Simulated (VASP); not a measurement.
Write the native input for VASP 6.6.1 that does the following.

```
Task                   : single point
Functional             : PBE
Potentials or basis    : VASP PAW PBE potentials, release 64 (Si, C)
Cutoff                 : 600 eV
k mesh                 : 10 × 10 × 3
Occupations            : gaussian, width 0.05 eV
Spin                   : no spin polarisation
Dipole correction      : no
Further INCAR settings : ALGO = Normal; EDIFF = 1e-06; NBANDS = 26
```

The structure of SiC lies in POSCAR:

```
SiC
1.0
   -3.0759982064      0.0000000000      0.0000000000
   -1.5379991032     -2.6638925888      0.0000000000
    0.0000000000      0.0000000000      9.7960000000
Si C
4 4
Direct
    0.3333333333      0.3333333333      0.6737709269
    0.3333333333      0.3333333333      0.1584585545
    0.6666666667      0.6666666667      0.9314271131
    0.6666666667      0.6666666667      0.4161147407
    0.3333333333      0.3333333333      0.8721661903
    0.3333333333      0.3333333333      0.3568538179
    0.6666666667      0.6666666667      0.0991976317
    0.6666666667      0.6666666667      0.6145100041
```

One way to write it, as run:

INCAR

```
PREC = Accurate ; ENCUT = 600
EDIFF = 1E-6 ; ISMEAR = 0
SIGMA = 0.05 ; LREAL = F
LASPH = T ; NELM = 120
ALGO = Normal ; ISIF = 2
LWAVE = F ; LCHARG = T
GGA = PE ; LELF = T
LVHAR = T ; NBANDS = 26
GGA_COMPAT = F
```

KPOINTS

```
Automatic mesh
0
Gamma
  10 10 3
```

Potentials or basis: VASP PAW PBE potentials, release 64 (Si, C).

Run with:

```console
$ cat potpaw_PBE.64/Si/POTCAR potpaw_PBE.64/C/POTCAR > POTCAR
$ mpirun -np 1 vasp_std > vasp.out
```

It gave:

```json
{
 "Pressure": "13.6 GPa",
 "Largest force": "6.645 eV/Å",
 "Band gap on the k mesh": "2.31 eV, indirect (least direct gap 3.55 eV)"
}
```

Caveat: forces of over 1 eV/Å act on the atoms, so gaps and moduli don't describe the material at rest.

Run time: 55 s on 1 thread of AMD EPYC 9R45 96-Core Processor (Zen 5), on a shared host, peak memory 0.23 GiB.
